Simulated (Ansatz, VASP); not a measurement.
## SrO in VASP and in Ansatz

```
Sr O
1.0
     0.00000    2.63169    2.63169
     2.63169    0.00000    2.63169
     2.63169    2.63169    0.00000
Sr O
1 1
Direct
  0.50000 0.50000 0.50000
  0.00000 0.00000 0.00000
```

Alike in both runs: task single point; functional PBE; k mesh 12 × 12 × 12; occupations gaussian, width 0.05 eV; no spin polarisation.

|  | VASP | Ansatz |
| --- | --- | --- |
| version | VASP 6.6.1 | Ansatz 0.2.0 |
| potentials or method | VASP PAW PBE potentials, release 64 (Sr_sv, O), cutoff 520 eV | scalar-relativistic, plane waves, PAW |
| valence electrons in the cell | 16 | 16 |

VASP gave:

| Item | Value |
| --- | --- |
| gap on the k mesh at the Fermi level (eV) | 3.29 |
| least direct gap on the mesh (eV) | 3.42 |
| pressure (GPa) | -2.6 |

**Question.** What did Ansatz give for the same quantities?

**Answer.** gap on the k mesh at the Fermi level (eV): 3.34; least direct gap on the mesh (eV): 3.46; pressure (GPa): -3.0.
